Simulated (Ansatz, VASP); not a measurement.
**Two plane-wave programs on Na2Nb**

```
CELL_PARAMETERS angstrom
0.00000 4.02970 4.02970
4.02970 0.00000 4.02970
4.02970 4.02970 0.00000
ATOMIC_POSITIONS crystal
Na 0.12500 0.12500 0.12500
Na 0.62500 0.12500 0.12500
Na 0.12500 0.12500 0.62500
Na 0.12500 0.62500 0.12500
Nb 0.50000 0.50000 0.50000
Nb 0.75000 0.75000 0.75000
```

Alike in both runs: functional PBE; k mesh 8 × 8 × 8; occupations gaussian, width 0.1 eV; no spin polarisation.

Ansatz relaxed the structure, and its values are those at the end. VASP's run is a single point on that final structure, the one shown.

```csv
,VASP,Ansatz
version,VASP 6.6.1,Ansatz 0.2.0
potentials or method,"VASP PAW PBE potentials, release 64 (Na_pv, Nb_sv), cutoff 520 eV","scalar-relativistic, plane waves, PAW"
valence electrons in the cell,54,62
```

```tsv
	VASP	Ansatz	Ansatz less VASP
gap on the k mesh at the Fermi level (eV)	none	none	-
pressure (GPa)	0.0	0.0	+0.01
```

A gap of «none» marks a metal or a gap that the smearing closes. VASP's potentials hold 54 valence electrons a cell and Ansatz's 62, so a difference there can come from the potentials and not from the codes.
